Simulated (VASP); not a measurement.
# Ca (Fm-3m) in VASP: further runs

Ca is run at these levels: LDA; tasks: single point.

All numbers are computed with VASP 6.6.1; they aren't measurements. Logs are shortened: lines on timing, memory, paths and dates and some standing lists are left out, and cuts for length are marked.

## Step 1: The cell of the first run

The structure is cubic, space group Fm-3m (No. 225). The conventional cell has a = 5.343 Å, b = 5.343 Å, c = 5.343 Å, α = 90.00°, β = 90.00°, γ = 90.00°. Within 5.0 Å of Ca (site symmetry m-3m) lie 12 Ca at 3.78 Å.

## Step 2: Single point, LDA

File INCAR:

```
SYSTEM = Ca
PREC     = Accurate       ! precision mode
ENCUT    = 520            ! plane-wave cutoff, eV
EDIFF    = 1E-7           ! SCF threshold, eV
ISMEAR   = -1             ! smearing method
SIGMA    = 0.3            ! smearing width, eV
LREAL    = .False.        ! projectors in reciprocal space
LASPH    = .True.         ! aspherical terms in the spheres
NELM     = 80             ! most SCF steps
ALGO     = Normal         ! electronic algorithm
ISIF     = 2              ! what is computed and relaxed
LWAVE    = .False.        ! write WAVECAR
LCHARG   = .False.        ! write CHGCAR
GGA      = CA             ! functional
NBANDS   = 11             ! bands
```

File KPOINTS:

```
regular mesh
0
Gamma
  10 10 10
  0 0 0
```

File POSCAR:

```
Ca
1.0
    0.0000000000      2.6714532750      2.6714532750
    2.6714532750      0.0000000000      2.6714532750
    2.6714532750      2.6714532750      0.0000000000
Ca
1
Direct
    0.0000000000      0.0000000000      0.0000000000
```

Potentials or basis: VASP PAW LDA potentials, release 64 (Ca_sv).

Started as:

```bash
$ cat potpaw_LDA.64/Ca_sv/POTCAR > POTCAR
$ mpirun -np 1 vasp_std > vasp.out
```

OUTCAR:

```text
SYSTEM = Ca
   PREC = Accurate
   ENCUT = 520
   EDIFF = 1E-7
   ISMEAR = -1
   LREAL = .False.
   LASPH = .True.
   NELM = 80
   ISIF = 2
   GGA = CA

 ion  position               nearest neighbor table
   1  0.000  0.000  0.000-

  LATTYP: Found a face centered cubic cell.
 ALAT       =     5.3429065500

  Lattice vectors:

 A1 = (   0.0000000000,   2.6714532750,   2.6714532750)
 A2 = (   2.6714532750,   0.0000000000,   2.6714532750)
 A3 = (   2.6714532750,   2.6714532750,   0.0000000000)

Analysis of symmetry for initial positions (statically):
[... 33 lines left out ...]
                                     Primitive cell

  volume of cell :      38.1305

  direct lattice vectors                    reciprocal lattice vectors
     0.000000000  2.671453275  2.671453275    -0.187164045  0.187164045  0.187164045
     2.671453275  0.000000000  2.671453275     0.187164045 -0.187164045  0.187164045
     2.671453275  2.671453275  0.000000000     0.187164045  0.187164045 -0.187164045

  length of vectors
     3.778005453  3.778005453  3.778005453     0.324177635  0.324177635  0.324177635

  position of ions in fractional coordinates (direct lattice)
     0.000000000  0.000000000  0.000000000

  ion indices of the primitive-cell ions
   primitive index   ion index
                 1           1

----------------------------------------------------------------------------------------

 KPOINTS: regular mesh

Automatic generation of k-mesh.
 Grid dimensions read from file:
 generate k-points for:   10   10   10

 Generating k-lattice:

  Cartesian coordinates                     Fractional coordinates (reciprocal lattice)
    -0.018716404  0.018716404  0.018716404     0.100000000  0.000000000  0.000000000
     0.018716404 -0.018716404  0.018716404     0.000000000  0.100000000  0.000000000
     0.018716404  0.018716404 -0.018716404     0.000000000  0.000000000  0.100000000

  Length of vectors
     0.032417763  0.032417763  0.032417763

  Shift w.r.t. Gamma in fractional coordinates (k-lattice)
     0.000000000  0.000000000  0.000000000

 Subroutine IBZKPT returns following result:
 ===========================================

 Found     47 irreducible k-points:

 Following reciprocal coordinates:
            Coordinates               Weight
  0.000000  0.000000  0.000000      1.000000
  0.100000  0.000000  0.000000      8.000000
  0.200000  0.000000  0.000000      8.000000
  0.300000  0.000000  0.000000      8.000000
  0.400000  0.000000  0.000000      8.000000
  0.500000  0.000000  0.000000      4.000000
[... 16 lines left out ...]
  0.300000  0.300000  0.000000      6.000000
  0.400000  0.300000  0.000000     24.000000
 [... further k-points ...]
   k-points           NKPTS =     47   k-points in BZ     NKDIM =     47   number of bands    NBANDS=     11
   number of dos      NEDOS =    301   number of ions     NIONS =      1
   total plane-waves  NPLWV =  21952
   dimension x,y,z NGX =    28 NGY =   28 NGZ =   28
   dimension x,y,z NGXF=    56 NGYF=   56 NGZF=   56
   ions per type =               1
   NGX,Y,Z   is equivalent  to a cutoff of  12.32, 12.32, 12.32 a.u.
   NGXF,Y,Z  is equivalent  to a cutoff of  24.64, 24.64, 24.64 a.u.
 SYSTEM =  Ca
   PREC   = accura    normal or accurate (medium, high low for compatibility)
   ISTART =      0    job   : 0-new  1-cont  2-samecut
   ICHARG =      2    charge: 1-file 2-atom 10-const
   ISPIN  =      1    spin polarized calculation?
   LNONCOLLINEAR =      F non collinear calculations
   LSORBIT =      F    spin-orbit coupling
   LASPH  =      T    aspherical Exc in radial PAW
   ENCUT  =  520.0 eV  38.22 Ry    6.18 a.u.   7.02  7.02  7.02*2*pi/ulx,y,z
   NELM   =     80;   NELMIN=  2; NELMDL= -5     # of ELM steps
   EDIFF  = 0.1E-06   stopping-criterion for ELM
   LREAL  =      F    real-space projection
   EDIFFG = 0.1E-05   stopping-criterion for IOM
   NSW    =      0    number of steps for IOM
   IBRION =     -1    ionic relax: 0-MD 1-quasi-New 2-CG
   NFREE  =      0    steps in history (QN), initial steepest desc. (CG)
   ISIF   =      2    stress and relaxation
   ISYM   =      2    0-nonsym 1-usesym 2-fastsym
   POTIM  = 0.5000    time-step for ionic-motion
   TEBEG  =    0.0;   TEEND  =   0.0 temperature during run
   PSTRESS=    0.0 pullay stress
   NELECT =      10.0000    total number of electrons
   NUPDOWN=      -1.0000    fix difference up-down
   EMIN   =  10.00;   EMAX   =-10.00  energy-range for DOS
   EFERMI =   0.00;   METHOD = LEGACY
   ISMEAR =    -1;   SIGMA  =   0.30  broadening in eV -4-tet -1-fermi 0-gaus
   EFERMI_NEDOS =   21; number of points for ismear=-14 and -15
   IALGO  =     38    algorithm
   IMIX   =      4    mixing-type and parameters
     AMIX     =   0.40;   BMIX     =  1.00
     AMIX_MAG =   1.60;   BMIX_MAG =  1.00
  volume/ion in A,a.u.               =      38.13       257.32
  Fermi-wavevector in a.u.,A,eV,Ry     =   1.047894  1.980232 14.940303  1.098081
  Thomas-Fermi vector in A             =   2.182793
   LORBIT       =      0    0 simple, 1 ext, 2 COOP (PROOUT), +10 PAW based schemes
   GGA     = CA    functional components
   LHFCALC =     F    Hartree Fock is set to
   AEXX    =    0.0000 exact exchange contribution
   IVDW    =     0    specifies the selected vdW correction
   LEPSILON=     F    determine dielectric tensor
   LRPA    =     F    only Hartree local field effects (RPA)
 non-spin polarized calculation
  energy-cutoff  :      520.00
  volume of cell :       38.13
 maximum number of plane-waves:      1037
   NGX = 13   NGY = 13   NGZ = 13

 number of electron      10.0000003 magnetization

 Free energy of the ion-electron system (eV)
  ---------------------------------------------------
  ext. energy  EPLUGINS =         0.00000000
  ---------------------------------------------------
  free energy    TOTEN  =        -2.38694945 eV

  energy without entropy =       -2.02660059  energy(sigma->0) =       -2.20677502

 E-fermi :   2.1228     XC(G=0):  -8.2896

 val. band max:        2.0005807489   @ k =  -0.4000   0.4000   0.0000
 cond. band min:       2.1835249613   @ k =  -0.4000   0.2000   0.1000
 fundamental gap:      0.1829442123
 Fermi energy:         2.1227952944

 k-point     1 :       0.0000    0.0000    0.0000
  band No.  band energies     occupation
      1     -39.0463      2.00000
      2     -20.2430      2.00000
      3     -20.2430      2.00000
      4     -20.2430      2.00000
      5      -1.9942      2.00000
      6       4.5906      0.00053
      7       4.5906      0.00053
      8       4.5906      0.00053
      9       5.8037      0.00001
     10       5.8037      0.00001
     11      11.8462      0.00000

 k-point     2 :       0.1000    0.0000    0.0000
  band No.  band energies     occupation
      1     -39.0441      2.00000
      2     -20.2636      2.00000
      3     -20.2457      2.00000
      4     -20.2457      2.00000
      5      -1.8070      2.00000
      6       4.3947      0.00103
      7       4.6614      0.00042
      8       4.6614      0.00042
      9       5.7434      0.00001
     10       5.7434      0.00001
     11      12.0843      0.00000

 k-point     3 :       0.2000    0.0000    0.0000
  band No.  band energies     occupation
      1     -39.0382      2.00000
      2     -20.3170      2.00000
      3     -20.2529      2.00000
      4     -20.2529      2.00000
      5      -1.2682      1.99998
      6       3.9161      0.00506
      7       4.7621      0.00030
      8       4.7621      0.00030
      9       5.7165      0.00001
     10       5.7165      0.00001
     11      11.0837      0.00000

 k-point     4 :       0.3000    0.0000    0.0000
  band No.  band energies     occupation
      1     -39.0309      2.00000
      2     -20.3820      2.00000
      3     -20.2617      2.00000
      4     -20.2617      2.00000
      5      -0.4490      1.99962
      6       3.3204      0.03625
      7       4.6807      0.00040
      8       4.6807      0.00040
      9       5.9889      0.00001
     10       5.9889      0.00001
     11       9.5378      0.00000

 k-point     5 :       0.4000    0.0000    0.0000
  band No.  band energies     occupation
      1     -39.0250      2.00000
      2     -20.4339      2.00000
      3     -20.2688      2.00000
      4     -20.2688      2.00000
      5       0.5043      1.99096
      6       2.6721      0.27621
      7       4.5303      0.00065
      8       4.5303      0.00065
      9       6.3951      0.00000
     10       6.3951      0.00000
     11       8.3815      0.00000

 k-point     6 :       0.5000    0.0000    0.0000
  band No.  band energies     occupation
      1     -39.0227      2.00000
      2     -20.4535      2.00000
      3     -20.2714      2.00000
      4     -20.2714      2.00000
      5       1.1328      1.92885
      6       2.1936      0.88248
      7       4.4665      0.00081
      8       4.4665      0.00081
      9       6.5889      0.00000
     10       6.5889      0.00000
     11       7.9373      0.00000

 k-point     7 :       0.1000    0.1000    0.0000
  band No.  band energies     occupation
      1     -39.0433      2.00000
      2     -20.2631      2.00000
      3     -20.2503      2.00000
      4     -20.2503      2.00000
      5      -1.7451      1.99999
      6       4.3365      0.00125
      7       4.6962      0.00038
      8       4.6962      0.00038
      9       5.5469      0.00002
     10       5.8715      0.00001
     11      12.2010      0.00000

 k-point     8 :       0.2000    0.1000    0.0000
  band No.  band energies     occupation
      1     -39.0387      2.00000
      2     -20.3027      2.00000
      3     -20.2589      2.00000
      4     -20.2557      2.00000
      5      -1.3244      1.99998
      6       3.9827      0.00405
      7       4.7858      0.00028
      8       4.8185      0.00025
      9       5.3605      0.00004
     10       5.9306      0.00001
     11      11.7540      0.00000
[... 141 lines left out ...]
 k-point    19 :       0.5000    0.2000    0.0000
  band No.  band energies     occupation
      1     -39.0201      2.00000
      2     -20.4250      2.00000
      3     -20.3128      2.00000
      4     -20.2879      2.00000
      5       1.3301      1.86708
      6       2.4819      0.46400
      7       3.8394      0.00652
      8       4.9708      0.00015
      9       6.6313      0.00000
     10       6.6537      0.00000
     11       7.8663      0.00000

 k-point    20 :      -0.4000    0.2000    0.0000
  band No.  band energies     occupation
      1     -39.0196      2.00000
      2     -20.4256      2.00000
      3     -20.3237      2.00000
      4     -20.2820      2.00000
      5       1.6027      1.69978
      6       2.3415      0.65077
      7       3.7653      0.00834
      8       4.9064      0.00019
      9       6.3429      0.00000
     10       6.9368      0.00000
     11       7.8654      0.00000

 k-point    21 :      -0.3000    0.2000    0.0000
  band No.  band energies     occupation
      1     -39.0228      2.00000
      2     -20.4034      2.00000
      3     -20.3212      2.00000
      4     -20.2716      2.00000
      5       0.7257      1.98119
      6       3.0086      0.09922
      7       3.7994      0.00745
      8       4.9610      0.00016
      9       5.8275      0.00001
     10       6.8900      0.00000
     11       8.7998      0.00000

 k-point    22 :      -0.2000    0.2000    0.0000
  band No.  band energies     occupation
      1     -39.0284      2.00000
      2     -20.3717      2.00000
      3     -20.3012      2.00000
      4     -20.2607      2.00000
      5      -0.1684      1.99904
      6       3.4087      0.02714
      7       4.1674      0.00219
      8       5.1108      0.00009
      9       5.3453      0.00004
     10       6.5294      0.00000
     11      10.0046      0.00000

 k-point    23 :       0.3000    0.3000    0.0000
  band No.  band energies     occupation
      1     -39.0258      2.00000
      2     -20.3754      2.00000
      3     -20.2928      2.00000
      4     -20.2928      2.00000
      5       0.0162      1.99822
      6       3.1959      0.05440
      7       4.1122      0.00263
      8       5.5697      0.00002
      9       5.5697      0.00002
     10       6.2954      0.00000
     11      10.9689      0.00000

 k-point    24 :       0.4000    0.3000    0.0000
  band No.  band energies     occupation
      1     -39.0211      2.00000
      2     -20.4033      2.00000
      3     -20.3080      2.00000
      4     -20.3014      2.00000
      5       0.6857      1.98352
      6       2.9606      0.11543
      7       3.7411      0.00904
      8       5.6942      0.00001
      9       6.0497      0.00000
     10       6.5324      0.00000
     11       9.4824      0.00000

 [... further k-points ...]
[... 5 lines left out ...]
  --------------------------------------------------------------------------------------
  -------------------------------------------------------------------------------------
  Total        0.0458328      0.0458328      0.0458328     -0.0000000      0.0000000      0.0000000
  in kB        1.9258144      1.9258144      1.9258144     -0.0000000      0.0000000      0.0000000
  external PRESSURE =       1.9258144 kB  Pullay stress =       0.0000000 kB

 VOLUME and BASIS-vectors are now :
 -----------------------------------------------------------------------------
  energy-cutoff  :      520.00
  volume of cell :       38.13
      direct lattice vectors                 reciprocal lattice vectors
     0.000000000  2.671453275  2.671453275    -0.187164045  0.187164045  0.187164045
     2.671453275  0.000000000  2.671453275     0.187164045 -0.187164045  0.187164045
     2.671453275  2.671453275  0.000000000     0.187164045  0.187164045 -0.187164045

 POSITION                                       TOTAL-FORCE (eV/Angst)
 -----------------------------------------------------------------------------------
      0.00000      0.00000      0.00000         0.000000      0.000000      0.000000
 -----------------------------------------------------------------------------------
    total drift:                               -0.000000     -0.000000     -0.000000

  FREE ENERGIE OF THE ION-ELECTRON SYSTEM (eV)
  ---------------------------------------------------
  free  energy   TOTEN  =        -2.3869494476 eV

  energy  without entropy=       -2.0266005906  energy(sigma->0) =       -2.20677502
```

Run time: 8.2 s. Hardware: 1 thread of AMD EPYC 9R45 (Zen 5), shared host; peak memory 0.12 GiB.

What came out:

- Free energy: -2.3869 eV
- Pressure: 0.2 GPa
- Band gap on the k mesh: zero (band 5 reaches 2.28 eV, above the bottom of band 6 at 2.18 eV)

## Step 3: Single point, LDA

File INCAR:

```
SYSTEM = Ca
  PREC = Accurate
  ENCUT = 520
  EDIFF = 1E-6
  ISMEAR = -1
  SIGMA = 0.6
  LREAL = .FALSE.
  LASPH = .TRUE.
  NELM = 100
  ALGO = Normal
  ISIF = 2
  LWAVE = .FALSE.
  LCHARG = .FALSE.
  GGA = CA
  NBANDS = 11
```

File KPOINTS:

```
Automatic mesh
0
G
  10 10 10
  0 0 0
```

POSCAR is that of step 2.

Potentials or basis: VASP PAW LDA potentials, release 64 (Ca_sv).

Started as:

```bash
$ cat potpaw_LDA.64/Ca_sv/POTCAR > POTCAR
$ mpirun -np 1 vasp_std > vasp.out
```

It took 7.9 s on 1 thread of AMD EPYC 9R45 (Zen 5), shared host; peak memory 0.12 GiB.

The run converged. Its results:

| Item | Value |
| --- | --- |
| Free energy | -2.9024 eV |
| Pressure | 0.7 GPa |
| Band gap on the k mesh | zero (band 5 reaches 2.31 eV, above the bottom of band 6 at 2.21 eV) |

Levels at points of the mesh, in eV from the Fermi level:
```
           k point  band 3  band 4  band 5  band 6  band 7  band 8
(0.00, 0.00, 0.00)  -22.02  -22.02   -3.95    2.73    2.73    2.73
(0.50, 0.00, 0.00)  -22.05  -22.05   -0.80    0.24    2.60    2.60
(0.50, 0.50, 0.00)  -22.10  -22.10   -0.31    0.76    1.47    4.76
```

## Step 4: Single point, LDA

File INCAR:

```
SYSTEM = Ca
PREC = Accurate
ENCUT = 520
EDIFF = 1E-6
ISMEAR = -1
SIGMA = 1.0
LREAL = .FALSE.
LASPH = .TRUE.
NELM = 80
ALGO = Normal
ISIF = 2
LWAVE = .FALSE.
LCHARG = .TRUE.
GGA = CA
LELF = .TRUE.
LVHAR = .TRUE.
NBANDS = 11
```

KPOINTS is that of step 3.

POSCAR is that of step 3.

Started as:

```bash
$ cat potpaw_LDA.64/Ca_sv/POTCAR > POTCAR
$ mpirun -np 1 vasp_std > vasp.out
```

Wall time 8.1 s (1 thread of AMD EPYC 9R45 (Zen 5), shared host); peak memory 0.12 GiB.

The run converged. Its results:

```yaml
Free_energy: -3.9830 eV
Pressure: 1.9 GPa
Band_gap_on_the_k_mesh: zero (band 5 reaches 2.38 eV, above the bottom of band 6 at 2.24 eV)
```

Levels at points of the mesh, in eV from the Fermi level:
```tsv
k point	band 2	band 3	band 4	band 5	band 6	band 7	band 8	band 9
(0.00, 0.00, 0.00)	-21.45	-21.45	-21.45	-3.66	3.17	3.17	3.17	4.44
(0.50, 0.00, 0.00)	-21.67	-21.48	-21.48	-0.47	0.53	3.02	3.02	5.27
(0.50, 0.50, 0.00)	-21.66	-21.53	-21.53	0.01	1.14	1.77	5.26	5.49
```

## Step 5: Single point, LDA

File INCAR:

```
ALGO     = Normal         # electronic algorithm
EDIFF    = 1E-6           # SCF threshold, eV
ENCUT    = 520            # plane-wave cutoff, eV
ISIF     = 2              # what is computed and relaxed
ISMEAR   = 0              # smearing method
LASPH    = True           # aspherical terms in the spheres
LCHARG   = False          # write CHGCAR
LREAL    = False          # projectors in reciprocal space
LWAVE    = False          # write WAVECAR
NBANDS   = 11             # bands
NELM     = 60             # most SCF steps
PREC     = Accurate       # precision mode
SIGMA    = 0.01           # smearing width, eV
```

File KPOINTS:

```
k-points
0
Gamma
  10 10 10
```

POSCAR is that of step 4.

Started as:

```bash
$ cat potpaw_LDA.64/Ca_sv/POTCAR > POTCAR
$ mpirun -np 1 vasp_std > vasp.out
```

Run time: 7.7 s. Hardware: 1 thread of AMD EPYC 9R45 (Zen 5), shared host; peak memory 0.12 GiB.

The run converged. Its results:

```
Free energy            : -2.2046 eV
Pressure               : -0.1 GPa
Band gap on the k mesh : zero (band 5 reaches 2.26 eV, above the bottom of band 6 at 2.17 eV)
```

Levels at points of the mesh, in eV from the Fermi level:
```
           k point  band 1  band 2  band 3  band 4  band 5  band 6  band 7  band 8  band 9  band 10
(0.00, 0.00, 0.00)  -41.37  -22.56  -22.56  -22.56   -4.22    2.32    2.32    2.32    3.52     3.52
(0.50, 0.00, 0.00)  -41.34  -22.76  -22.58  -22.58   -1.11   -0.03    2.19    2.19    4.30     4.30
(0.50, 0.50, 0.00)  -41.33  -22.75  -22.63  -22.63   -0.62    0.40    1.18    4.29    4.50     4.50
```

## Step 6: The runs side by side

| smearing | gap on the mesh (eV) | pressure (GPa) |
| --- | --- | --- |
| fermi-dirac 0.3 eV | none | 0.2 |
| fermi-dirac 0.6 eV | none | 0.7 |
| fermi-dirac 1 eV | none | 1.9 |
| gaussian 0.01 eV | none | -0.1 |

Alike in all rows: task single point; level LDA; potentials or basis VASP PAW LDA potentials, release 64 (Ca_sv); no spin polarisation; cell as given; k mesh 10 × 10 × 10; cutoff (eV) 520.

Every run on the cell as given and a fine mesh finds a metal.

Absolute energies hang on the potentials; compare differences alone.
